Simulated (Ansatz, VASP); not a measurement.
**Two plane-wave programs on AlRu**

Contents of POSCAR:

```
AlRu
1.0
    2.9827001949      0.0000000000      0.0000000000
    0.0000000000      2.9827001949      0.0000000000
    0.0000000000      0.0000000000      2.9827001949
Al Ru
1 1
Direct
    0.0000000000      0.0000000000      0.0000000000
    0.5000000000      0.5000000000      0.5000000000
```

INCAR.step1

```
SYSTEM = AlRu
PREC = Accurate
ENCUT = 600
ISMEAR = -1
SIGMA = 0.15
LREAL = .FALSE.
LASPH = .TRUE.
NELM = 100
GGA = PE
ALGO = Normal
EDIFF = 1E-4
LWAVE = .TRUE.
LCHARG = .FALSE.
```

INCAR.step2

```
SYSTEM = AlRu
PREC = Accurate
ENCUT = 600
EDIFF = 1E-7
ISMEAR = -1
SIGMA = 0.15
LREAL = .FALSE.
LASPH = .TRUE.
NELM = 100
ALGO = Normal
ISIF = 3
LWAVE = .FALSE.
LCHARG = .FALSE.
METAGGA = R2SCAN
LMIXTAU = .TRUE.
IBRION = 2
NSW = 80
EDIFFG = -0.001
ISTART = 1
```

KPOINTS

```
regular mesh
0
G
  14 14 14
  0 0 0
```

Input for Ansatz:

```yaml
crystal:
  lattice:
    - [2.9827001949, 0.0, 0.0]
    - [0.0, 2.9827001949, 0.0]
    - [0.0, 0.0, 2.9827001949]
  atoms:
    - { symbol: Al, position: [0.0, 0.0, 0.0] }
    - { symbol: Ru, position: [0.5, 0.5, 0.5] }
basis:
  ecutwfc: 500
kpoints:
  mp_grid: { grid: [14, 14, 14] }
hamiltonian:
  xc: r2scan
  pseudopotentials: { kind: paw, azcp: { folder: soft_1 } }
scf:
  occupations: { method: fermi_dirac, width: 0.15 }
output:
  forces: true
  stress: true
  eigenvalues: true
relax:
  adjacent_minimum: "off"
  f_tol: 0.001
  max_steps: 60
  cell: { stress_tol: 0.01 }
```

Alike in both runs: task relaxation of cell and atoms; functional r2SCAN; k mesh 14 × 14 × 14; occupations fermi-dirac, width 0.15 eV; no spin polarisation.

|  | VASP | Ansatz |
| --- | --- | --- |
| version | VASP 6.6.1 | Ansatz 0.2.0 |
| potentials or method | VASP PAW PBE potentials, release 64 (Al, Ru_pv), cutoff 600 eV | scalar-relativistic, plane waves, PAW |
| valence electrons in the cell | 17 | 19 |

```tsv
	VASP	Ansatz	Ansatz less VASP
gap on the k mesh at the Fermi level, each at its own relaxed structure (eV)	none	none	-
relaxed volume (Å³/atom)	13.30	13.29	-0.008
relaxed length of the cell vector where the two differ most in proportion (Å)	2.985	2.984	-0.0006
```

VASP's potentials were made for PBE, not for r2SCAN. A gap of «none» marks a metal or a gap that the smearing closes. VASP's potentials hold 17 valence electrons a cell and Ansatz's 19, so a difference there can come from the potentials and not from the codes.
